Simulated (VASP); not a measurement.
# TiTe2 (k07) (P-3m1) in VASP: notebook, part 2 of 2

VASP 6.6.1. Earlier steps stand in the parts before.

**3. Single point, PBE+D3(BJ) (volume scaled by 1.06, then relaxed in part)**

Input file INCAR:

```
  ALGO = Normal
  EDIFF = 1E-7
  ENCUT = 520
  GGA = PE
  ISIF = 2
  ISMEAR = 0
  IVDW = 12
  LASPH = T
  LCHARG = F
  LREAL = F
  LWAVE = F
  NBANDS = 19
  NELM = 80
  PREC = Accurate
  SIGMA = 0.1
```

Input file KPOINTS:

```
k-points
0
Gamma
  18 18 10
```

Input file POSCAR:

```
TiTe2
1.0
    3.7486939506      0.0000000000      0.0000000000
   -1.8743469753      3.2464641922      0.0000000000
    0.0000000000      0.0000000000      6.5826097060
Ti Te
1 2
Direct
    0.0000000000      0.0000000000      0.0000000000
    0.6666666667      0.3333333333      0.2624261754
    0.3333333333      0.6666666667      0.7375738246
```

Potentials or basis: VASP PAW PBE potentials, release 64 (Ti_sv, Te).

Launch:

```
> cat potpaw_PBE.64/Ti_sv/POTCAR potpaw_PBE.64/Te/POTCAR > POTCAR
> mpirun -np 1 vasp_std > vasp.out
```

OUTCAR:

```text
EDIFF = 1E-7
   ENCUT = 520
   GGA = PE
   ISIF = 2
   ISMEAR = 0
   IVDW = 12
   LASPH = T
   LREAL = F
   NELM = 80
   PREC = Accurate
 IVDW          = 12

 ion  position               nearest neighbor table
   1  0.000  0.000  0.000-   2 2.77   3 2.77   3 2.77   2 2.77   2 2.77   3 2.77
   2  0.667  0.333  0.262-   1 2.77   1 2.77   1 2.77
   3  0.333  0.667  0.738-   1 2.77   1 2.77   1 2.77

  LATTYP: Found a hexagonal cell.
 ALAT       =     3.7486939506
 C/A-ratio  =     1.7559741587

  Lattice vectors:

 A1 = (   3.7486939506,   0.0000000000,   0.0000000000)
 A2 = (  -1.8743469753,   3.2464641922,   0.0000000000)
 A3 = (   0.0000000000,   0.0000000000,   6.5826097060)

Analysis of symmetry for initial positions (statically):
=====================================================================
 Subroutine PRICEL returns:
 Original cell was already a primitive cell.

 Routine SETGRP: Setting up the symmetry group for a
 hexagonal supercell.

 Subroutine GETGRP returns: Found 12 space group operations
 (whereof 12 operations were pure point group operations)
 out of a pool of 24 trial point group operations.

The static configuration has the point symmetry D_3d.

Analysis of symmetry for dynamics (positions and initial velocities):
=====================================================================
 Subroutine PRICEL returns:
 Original cell was already a primitive cell.

 Routine SETGRP: Setting up the symmetry group for a
 hexagonal supercell.

 Subroutine GETGRP returns: Found 12 space group operations
 (whereof 12 operations were pure point group operations)
 out of a pool of 24 trial point group operations.

The dynamic configuration has the point symmetry D_3d.

 Subroutine INISYM returns: Found 12 space group operations
 (whereof 12 operations are pure point group operations),
 and found     1 'primitive' translations

----------------------------------------------------------------------------------------

                                     Primitive cell

  volume of cell :      80.1104

  direct lattice vectors                    reciprocal lattice vectors
     3.748693951  0.000000000  0.000000000     0.266759574  0.154013712  0.000000000
    -1.874346975  3.246464192  0.000000000     0.000000000  0.308027423  0.000000000
     0.000000000  0.000000000  6.582609706     0.000000000  0.000000000  0.151915432

  length of vectors
     3.748693951  3.748693951  6.582609706     0.308027423  0.308027423  0.151915432

  position of ions in fractional coordinates (direct lattice)
     0.000000000  0.000000000  0.000000000
     0.666666667  0.333333333  0.262426175
     0.333333333  0.666666667  0.737573825

  ion indices of the primitive-cell ions
   primitive index   ion index
                 1           1
                 2           2
                 3           3

----------------------------------------------------------------------------------------

 KPOINTS: k-points

Automatic generation of k-mesh.
 Grid dimensions read from file:
 generate k-points for:   18   18   10

 Generating k-lattice:

  Cartesian coordinates                     Fractional coordinates (reciprocal lattice)
     0.014819976  0.008556317  0.000000000     0.055555556  0.000000000  0.000000000
     0.000000000  0.017112635  0.000000000     0.000000000  0.055555556  0.000000000
     0.000000000  0.000000000  0.015191543     0.000000000  0.000000000  0.100000000

  Length of vectors
     0.017112635  0.017112635  0.015191543

  Shift w.r.t. Gamma in fractional coordinates (k-lattice)
     0.000000000  0.000000000  0.000000000

 Subroutine IBZKPT returns following result:
 ===========================================

 Found    330 irreducible k-points:

 Following reciprocal coordinates:
            Coordinates               Weight
  0.000000  0.000000  0.000000      1.000000
  0.055556  0.000000  0.000000      6.000000
  0.111111  0.000000  0.000000      6.000000
  0.166667  0.000000  0.000000      6.000000
  0.222222  0.000000  0.000000      6.000000
[... 32 lines left out ...]
   TEBEG  =    0.0;   TEEND  =   0.0 temperature during run
   PSTRESS=    0.0 pullay stress
   NELECT =      24.0000    total number of electrons
   NUPDOWN=      -1.0000    fix difference up-down
   EMIN   =  10.00;   EMAX   =-10.00  energy-range for DOS
   EFERMI =   0.00;   METHOD = LEGACY
   ISMEAR =     0;   SIGMA  =   0.10  broadening in eV -4-tet -1-fermi 0-gaus
   EFERMI_NEDOS =   21; number of points for ismear=-14 and -15
   IALGO  =     38    algorithm
   IMIX   =      4    mixing-type and parameters
     AMIX     =   0.40;   BMIX     =  1.00
     AMIX_MAG =   1.60;   BMIX_MAG =  1.00
  volume/ion in A,a.u.               =      26.70       180.20
  Fermi-wavevector in a.u.,A,eV,Ry     =   1.095424  2.070052 16.326369  1.199954
  Thomas-Fermi vector in A             =   2.231748
   LORBIT       =      0    0 simple, 1 ext, 2 COOP (PROOUT), +10 PAW based schemes
   GGA     = PE    functional components
   LHFCALC =     F    Hartree Fock is set to
   AEXX    =    0.0000 exact exchange contribution
   IVDW    =    12    specifies the selected vdW correction
   LEPSILON=     F    determine dielectric tensor
   LRPA    =     F    only Hartree local field effects (RPA)
 non-spin polarized calculation
 Gauss-broadening in eV      SIGMA  =   0.10
  energy-cutoff  :      520.00
  volume of cell :       80.11
 maximum number of plane-waves:      2175
   NGX = 13   NGY = 13   NGZ = 25

 number of electron      23.9999994 magnetization

 Free energy of the ion-electron system (eV)
  ---------------------------------------------------
  ext. energy  EPLUGINS =         0.00000000
  ---------------------------------------------------
  free energy    TOTEN  =       -16.20829771 eV

  energy without entropy =      -16.20077327  energy(sigma->0) =      -16.20453549

 E-fermi :   6.8715     XC(G=0):  -9.8672

 val. band max:        6.8654890531   @ k =   0.3333   0.0000   0.5000
 cond. band min:       6.8747687168   @ k =   0.3889   0.0556   0.5000
 fundamental gap:      0.0092796637
 Fermi energy:         6.8715313321

 k-point     1 :       0.0000    0.0000    0.0000
  band No.  band energies     occupation
      1     -50.6137      2.00000
      2     -26.8711      2.00000
      3     -26.8711      2.00000
      4     -26.8319      2.00000
      5      -5.5766      2.00000
      6      -4.1437      2.00000
[... 11 lines left out ...]
     18      12.0986      0.00000
     19      12.7609      0.00000
[... 485 lines left out ...]
 k-point    24 :       0.3889    0.1111    0.0000
  band No.  band energies     occupation
      1     -50.6104      2.00000
      2     -26.9130      2.00000
      3     -26.8844      2.00000
      4     -26.8215      2.00000
      5      -3.8575      2.00000
      6      -3.5311      2.00000
[... 11 lines left out ...]
     18      12.1362      0.00000
     19      13.1368      0.00000

 [... further k-points ...]

------------------------ aborting loop because EDIFF is reached ----------------------------------------

 Edisp (eV)   -1.47757

 E8    (eV) :    -0.6851

  FORCE on cell =-STRESS in cart. coord.  units (eV):
  Direction    XX          YY          ZZ          XY          YZ          ZX
  --------------------------------------------------------------------------------------
  -------------------------------------------------------------------------------------
  Total      -0.97144    -0.97144    -0.92601     0.00000     0.00000     0.00000
  in kB     -19.42846   -19.42846   -18.51990     0.00000     0.00000     0.00000
  external pressure =      -19.13 kB  Pullay stress =        0.00 kB

 VOLUME and BASIS-vectors are now :
 -----------------------------------------------------------------------------
  energy-cutoff  :      520.00
  volume of cell :       80.11
      direct lattice vectors                 reciprocal lattice vectors
     3.748693951  0.000000000  0.000000000     0.266759574  0.154013712  0.000000000
    -1.874346975  3.246464192  0.000000000     0.000000000  0.308027423  0.000000000
     0.000000000  0.000000000  6.582609706     0.000000000  0.000000000  0.151915432

 POSITION                                       TOTAL-FORCE (eV/Angst)
 -----------------------------------------------------------------------------------
      0.00000      0.00000      0.00000         0.000000      0.000000      0.000000
      1.87435      1.08215      1.72745        -0.000000      0.000000      0.003222
     -0.00000      2.16431      4.85516        -0.000000      0.000000     -0.003222
 -----------------------------------------------------------------------------------
    total drift:                                0.000000     -0.000000      0.000000

  FREE ENERGIE OF THE ION-ELECTRON SYSTEM (eV)
  ---------------------------------------------------
  free  energy   TOTEN  =       -17.6858703051 eV

  energy  without entropy=      -17.6783458678  energy(sigma->0) =      -17.68210809
```

Wall time 6.2 min (1 thread of Intel Xeon Platinum 8488C (Sapphire Rapids), shared host); peak memory 0.58 GiB.

What came out:

- Free energy: -17.6859 eV
- Pressure: -1.9 GPa
- Largest force: 0.003 eV/Å
- Band gap on the k mesh: zero (band 12 reaches 7.26 eV, above the bottom of band 13 at 6.54 eV)
- Dispersion energy per atom: -0.493 eV

Forces on the atoms (eV/Å):
```
Ti   0.000  0.000  0.000
Te   0.000  0.000  0.003
Te   0.000  0.000 -0.003
```

Levels at points of the mesh, in eV from the Fermi level:
| k point | band 9 | band 10 | band 11 | band 12 | band 13 | band 14 | band 15 | band 16 |
| --- | --- | --- | --- | --- | --- | --- | --- | --- |
| (0.00, 0.00, 0.00) | -1.62 | 0.27 | 0.39 | 0.39 | 0.40 | 1.13 | 1.13 | 3.08 |
| (0.50, 0.00, 0.00) | -2.72 | -2.44 | -1.75 | -1.07 | -0.03 | 1.17 | 1.51 | 2.39 |
| (0.00, 0.00, 0.50) | -1.56 | -1.56 | 0.38 | 0.38 | 0.84 | 0.84 | 0.96 | 3.48 |
| (0.50, 0.00, 0.50) | -2.48 | -2.00 | -1.07 | -0.58 | -0.33 | 1.17 | 1.49 | 2.62 |

Caveat: the cell differs from its parent crystal (volume scaled by 1.06, then relaxed in part); spin-orbit coupling is left out, which moves the levels of the heavy elements.

**4. Single point, PBE+D3(BJ) (volume scaled by 1.09, then relaxed in part)**

Input file INCAR:

```
SYSTEM = TiTe2
  PREC = Accurate
  ENCUT = 520
  EDIFF = 1E-6
  ISMEAR = 0
  SIGMA = 0.1
  LREAL = .FALSE.
  LASPH = .TRUE.
  NELM = 60
  ALGO = Normal
  ISIF = 2
  LWAVE = .FALSE.
  LCHARG = .FALSE.
  GGA = PE
  IVDW = 12
  NBANDS = 19
```

Input file KPOINTS:

```
regular mesh
0
G
  18 18 10
  0 0 0
```

Input file POSCAR:

```
TiTe2
1.0
    3.7614925942      0.0000000000      0.0000000000
   -1.8807462971      3.2575481427      0.0000000000
    0.0000000000      0.0000000000      6.7229253199
Ti Te
1 2
Direct
    0.0000000000      0.0000000000      0.0000000000
    0.6666666667      0.3333333333      0.2570339638
    0.3333333333      0.6666666667      0.7429660362
```

Launch:

```
> cat potpaw_PBE.64/Ti_sv/POTCAR potpaw_PBE.64/Te/POTCAR > POTCAR
> mpirun -np 1 vasp_std > vasp.out
```

Wall time 6.6 min (1 thread of Intel Xeon Platinum 8488C (Sapphire Rapids), shared host); peak memory 0.59 GiB.

The run converged. Its results:

| Item | Value |
| --- | --- |
| Free energy | -17.6554 eV |
| Pressure | -2.4 GPa |
| Largest force | 0.013 eV/Å |
| Band gap on the k mesh | zero (band 12 reaches 6.92 eV, above the bottom of band 13 at 6.23 eV) |
| Dispersion energy per atom | -0.479 eV |

Forces on the atoms (eV/Å):
```
Ti   0.000  0.000  0.000
Te   0.000  0.000  0.013
Te   0.000  0.000 -0.013
```

Levels at points of the mesh, in eV from the Fermi level:
```tsv
k point	band 9	band 10	band 11	band 12	band 13	band 14	band 15	band 16
(0.00, 0.00, 0.00)	-1.61	0.20	0.28	0.39	0.39	1.10	1.10	3.12
(0.50, 0.00, 0.00)	-2.58	-2.39	-1.76	-0.99	-0.03	1.15	1.48	2.41
(0.00, 0.00, 0.50)	-1.56	-1.56	0.38	0.38	0.88	0.88	0.91	3.43
(0.50, 0.00, 0.50)	-2.44	-1.95	-1.15	-0.61	-0.30	1.14	1.46	2.67
```

Caveat: the cell differs from its parent crystal (volume scaled by 1.09, then relaxed in part); spin-orbit coupling is left out, which moves the levels of the heavy elements.

**5. Relaxation of cell and atoms, PBE+D3(BJ)**

This run uses another cell than the first one, of 26.76 Å³/atom, 1.062 times its volume.

Input file INCAR:

```
ALGO     = Normal         # electronic algorithm
EDIFF    = 1E-6           # SCF threshold, eV
EDIFFG   = -0.002         # ionic threshold
ENCUT    = 600            # plane-wave cutoff, eV
GGA      = PE             # functional
IBRION   = 2              # ionic algorithm
ISIF     = 3              # what is computed and relaxed
ISMEAR   = 0              # smearing method
IVDW     = 12             # dispersion correction
LASPH    = True           # aspherical terms in the spheres
LCHARG   = False          # write CHGCAR
LREAL    = False          # projectors in reciprocal space
LWAVE    = False          # write WAVECAR
NELM     = 100            # most SCF steps
NSW      = 100            # ionic steps
PREC     = Accurate       # precision mode
SIGMA    = 0.1            # smearing width, eV
```

Input file KPOINTS:

```
k-points
0
Gamma
  18 18 10
```

Input file POSCAR:

```
TiTe2
1.0
    3.7770000000      0.0000000000      0.0000000000
   -1.8885000000      3.2709779501      0.0000000000
    0.0000000000      0.0000000000      6.4980000000
Ti Te
1 2
Direct
    0.0000000000      0.0000000000      0.0000000000
    0.6666666667      0.3333333333      0.2628000000
    0.3333333333      0.6666666667      0.7372000000
```

Launch:

```
> cat potpaw_PBE.64/Ti_sv/POTCAR potpaw_PBE.64/Te/POTCAR > POTCAR
> mpirun -np 1 vasp_std > vasp.out
```

Wall time 32 min (1 thread of Intel Xeon Platinum 8559C (Emerald Rapids), shared host); peak memory 0.67 GiB.

The run converged. Its results:

```yaml
Free_energy: -17.7164 eV
Relaxed_volume: 25.16 Å³/atom
Relaxed_cell: a = 3.696 Å, b = 3.696 Å, c = 6.381 Å, α = 90.00°, β = 90.00°, γ = 120.00°
Space_group_after_relaxing_to_0.05_Å: P-3m1 (No. 164)
Energy_gained_by_relaxing: 12.0 meV/atom
Ionic_steps: 19
Pressure_after_relaxing: 0.0 GPa
Band_gap_on_the_k_mesh: zero (band 12 reaches 8.05 eV, above the bottom of band 13 at 7.21 eV)
Dispersion_energy_per_atom: -0.523 eV
```

Step by step:
| step | energy change (eV) | largest force (eV/Å) | pressure (GPa) | volume (Å³) |
| --- | --- | --- | --- | --- |
| 1 | 0.0000 | 0.0418 | -2.05 | 80.28 |
| 2 | -0.0160 | 0.4450 | 1.14 | 76.37 |
| 3 | -0.0193 | 0.3239 | 0.14 | 77.48 |
| 4 | -0.0284 | 0.2061 | 0.07 | 76.89 |
| 5 | -0.0324 | 0.0459 | -0.02 | 76.11 |
| 6 | -0.0324 | 0.0589 | 0.00 | 76.17 |
| 7 | -0.0339 | 0.0335 | -0.11 | 76.10 |
| 8 | -0.0356 | 0.0313 | -0.35 | 75.92 |
| 9 | -0.0358 | 0.0332 | 0.21 | 75.24 |
| 10 | -0.0360 | 0.0062 | -0.02 | 75.53 |
| 11 | -0.0360 | 0.0053 | -0.02 | 75.53 |
| 12 | -0.0360 | 0.0042 | -0.03 | 75.55 |
| 13 | -0.0360 | 0.0033 | -0.03 | 75.52 |
| 14 | -0.0360 | 0.0016 | -0.01 | 75.48 |
| 15 | -0.0360 | 0.0017 | 0.00 | 75.49 |
| 16 | -0.0360 | 0.0024 | -0.01 | 75.50 |
| 17 | -0.0360 | 0.0022 | -0.01 | 75.50 |
| 18 | -0.0360 | 0.0025 | -0.05 | 75.49 |
| 19 | -0.0360 | 0.0017 | 0.00 | 75.49 |

Final structure:
```
Ti Te
1.0
     3.69602    0.00000    0.00000
    -1.84801    3.20085    0.00000
     0.00000    0.00000    6.38102
Ti Te
1 2
Direct
  0.00000 0.00000 0.00000
  0.66667 0.33333 0.27136
  0.33333 0.66667 0.72864
```

Levels at points of the mesh, in eV from the Fermi level:
```
           k point  band 8  band 9  band 10  band 11  band 12  band 13  band 14  band 15  band 16
(0.00, 0.00, 0.00)   -1.62   -1.62     0.22     0.43     0.43     0.70     1.27     1.27     3.08
(0.50, 0.00, 0.00)   -3.95   -2.96    -2.54    -1.74    -1.19    -0.06     1.26     1.62     2.40
(0.00, 0.00, 0.50)   -3.05   -1.53    -1.53     0.41     0.41     0.83     0.83     1.07     3.65
(0.50, 0.00, 0.50)   -4.95   -2.60    -2.11    -0.95    -0.47    -0.42     1.26     1.61     2.56
```

Caveat: spin-orbit coupling is left out, which moves the levels of the heavy elements.

**6. Relaxation of cell and atoms, PBE+D3(BJ)**

Input file INCAR:

```
PREC = Accurate
ENCUT = 600
EDIFF = 1E-6
ISMEAR = -1
SIGMA = 0.15
LREAL = False
LASPH = True
NELM = 100
ALGO = Normal
ISIF = 3
LWAVE = False
LCHARG = False
GGA = PE
IVDW = 12
IBRION = 2
NSW = 80
EDIFFG = -0.001
```

Input file KPOINTS:

```
regular mesh
0
Gamma
  18 18 10
```

Input file POSCAR:

```
TiTe2
1.0
    3.6972547176      0.0000000000      0.0000000000
   -1.8486273588      3.2019165097      0.0000000000
    0.0000000000      0.0000000000      6.3840086641
Ti Te
1 2
Direct
    0.0000000000      0.0000000000      0.0000000000
    0.6666666667      0.3333333333      0.2710791523
    0.3333333333      0.6666666667      0.7289208477
```

Potentials or basis: VASP PAW PBE potentials, release 64 (Ti_sv, Te).

Launch:

```
> cat potpaw_PBE.64/Ti_sv/POTCAR potpaw_PBE.64/Te/POTCAR > POTCAR
> mpirun -np 1 vasp_std > vasp.out
```

It took 78 min on 1 thread of Intel Xeon Platinum 8488C (Sapphire Rapids), shared host; peak memory 0.65 GiB.

Results (log left out):

```
Free energy                            : -17.7668 eV
Relaxed volume                         : 25.18 Å³/atom
Relaxed cell                           : a = 3.697 Å, b = 3.697 Å, c = 6.381 Å, α = 90.00°, β = 90.00°, γ = 120.00°
Space group after relaxing (to 0.05 Å) : P-3m1 (No. 164)
Energy gained by relaxing              : 0.0 meV/atom
Ionic steps                            : 31
Pressure after relaxing                : 0.0 GPa
Band gap on the k mesh                 : zero (band 12 reaches 8.07 eV, above the bottom of band 13 at 7.22 eV)
Dispersion energy per atom             : -0.523 eV
```

Final structure:
```
CELL_PARAMETERS angstrom
3.69691 0.00000 0.00000
-1.84845 3.20162 0.00000
0.00000 0.00000 6.38138
ATOMIC_POSITIONS crystal
Ti 0.00000 0.00000 0.00000
Te 0.66667 0.33333 0.27154
Te 0.33333 0.66667 0.72845
```

Levels at points of the mesh, in eV from the Fermi level:
```tsv
k point	band 10	band 11	band 12	band 13	band 14	band 15
(0.00, 0.00, 0.00)	0.28	0.48	0.48	0.73	1.30	1.30
(0.50, 0.00, 0.00)	-2.50	-1.69	-1.15	-0.01	1.32	1.68
(0.00, 0.00, 0.50)	-1.48	0.47	0.47	0.86	0.86	1.12
(0.50, 0.00, 0.50)	-2.07	-0.91	-0.44	-0.36	1.32	1.67
```

Caveat: spin-orbit coupling is left out, which moves the levels of the heavy elements.

**7. Summary**

| task | cell | cutoff (eV) | smearing | gap on the mesh (eV) | pressure (GPa) | relaxed volume (Å³/atom) | largest force (eV/Å) |
| --- | --- | --- | --- | --- | --- | --- | --- |
| single point | a = 3.697, b = 3.697, c = 6.384 Å, angles 90.0, 90.0, 120.0°, 3 atoms | 520 | gaussian 0.1 eV | none | 0.0 | - | 0.01 |
| single point | a = 3.749, b = 3.749, c = 6.583 Å, angles 90.0, 90.0, 120.0°, 3 atoms | 520 | gaussian 0.1 eV | none | -1.9 | - | - |
| single point | a = 3.761, b = 3.761, c = 6.723 Å, angles 90.0, 90.0, 120.0°, 3 atoms | 520 | gaussian 0.1 eV | none | -2.4 | - | 0.01 |
| relaxation of cell and atoms | relaxed from a = 3.777, b = 3.777, c = 6.498 Å, angles 90.0, 90.0, 120.0°, 3 atoms | 600 | gaussian 0.1 eV | none | 0.0 | 25.16 | - |
| relaxation of cell and atoms | relaxed from a = 3.697, b = 3.697, c = 6.384 Å, angles 90.0, 90.0, 120.0°, 3 atoms | 600 | fermi-dirac 0.15 eV | none | 0.0 | 25.18 | - |

Alike in all rows: level PBE+D3(BJ); potentials or basis VASP PAW PBE potentials, release 64 (Ti_sv, Te); no spin polarisation; k mesh 18 × 18 × 10.

Caveats: spin-orbit coupling is left out, which moves the levels of the heavy elements.

Total energies depend on the potentials used, so only differences within one code and one set of settings carry meaning.
